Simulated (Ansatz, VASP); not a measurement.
## One calculation of Sb, two programs

```xyz
2
Lattice="3.3690 0.0000 0.0000 -1.6845 2.9176 0.0000 0.0000 0.0000 5.3300" Properties=species:S:1:pos:R:3 pbc="T T T"
Sb    0.0000    1.9451    1.3325
Sb    1.6845    0.9725    3.9975
```

Alike in both runs: task single point; functional PBE; k mesh 12 × 12 × 7; occupations fermi-dirac, width 0.15 eV; no spin polarisation.

|  | VASP | Ansatz |
| --- | --- | --- |
| version | VASP 6.6.1 | Ansatz 0.2.0 |
| potentials or method | VASP PAW PBE potentials, release 64 (Sb), cutoff 520 eV | all-electron LAPW, scalar-relativistic |

VASP gave:

* pressure (GPa): 2.9
* traceless stress, the component that is largest in VASP (GPa): -0.29

What did Ansatz give for the same quantities?

Pressure (GPa): 3.1; traceless stress, the component that is largest in VASP (GPa): -0.29.

Ansatz ran all-electron here, and VASP with PAW potentials.

Spin-orbit coupling is off throughout.
